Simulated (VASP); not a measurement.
# BN: relaxation of shape and atoms at fixed volume with PBE

BN:

```
B N
1.0
     2.47519    0.00000    0.00000
    -1.23759    2.14358    0.00000
     0.00000    0.00000    4.09488
B N
2 2
Direct
  0.66667 0.33333 0.99957
  0.33333 0.66667 0.49957
  0.66667 0.33333 0.62543
  0.33333 0.66667 0.12543
```

This cell differs from its parent crystal: volume scaled by 0.91.

* Program: VASP 6.6.1
* Task: relaxation of shape and atoms at fixed volume
* Functional: PBE
* Potentials or basis: VASP PAW PBE potentials, release 64 (B, N)
* Cutoff: 600 eV
* k mesh: 12 × 12 × 6
* Occupations: gaussian, width 0.02 eV
* Spin: no spin polarisation
* Dipole correction: no
* Further INCAR settings: ALGO = Normal; EDIFF = 1e-06; IBRION = 2; EDIFFG = -0.01; NSW = 50; ISIF = 4

The energy gained by relaxing is 0.0 meV/atom and the ionic steps are 3. The pressure after relaxing is 41.9 GPa and the band gap on the k mesh is 4.99 eV, indirect (least direct gap 8.66 eV).

Forces in eV/Å, atoms in the order of the input:
```
B    0.000  0.000  0.002
B    0.000  0.000  0.002
N    0.000  0.000 -0.002
N    0.000  0.000 -0.002
```

Stress tensor (GPa, compression positive):
```
41.80  0.00  0.00
 0.00 41.80  0.00
 0.00  0.00 42.00
```

Final structure:
```
B N
1.0
     2.47500    0.00000    0.00000
    -1.23750    2.14341    0.00000
     0.00000    0.00000    4.09551
B N
2 2
Direct
  0.66667 0.33333 0.99945
  0.33333 0.66667 0.49945
  0.66667 0.33333 0.62555
  0.33333 0.66667 0.12555
```

Levels at points of the mesh, in eV from the valence-band top:
```
           k point  band 4  band 5  band 6  band 7  band 8  band 9  band 10  band 11  band 12
(0.00, 0.00, 0.00)   -2.32   -2.32   -0.35    0.00    0.00    8.70     8.70     9.07    10.59
(0.50, 0.00, 0.00)   -8.32   -7.43   -5.43   -4.89   -2.29    7.01     8.19    11.00    12.22
(0.00, 0.00, 0.50)   -6.12   -1.29   -1.29   -1.29   -1.29   10.27    10.27    10.37    10.37
(0.50, 0.00, 0.50)  -10.76   -4.11   -4.11   -3.89   -3.89    6.88     6.88    10.61    10.61
```

Run time: 15 s on 1 thread of Intel(R) Xeon(R) 6975P-C (Granite Rapids) (shared host), peak memory 0.14 GiB.

 A k mesh can miss the band edges.
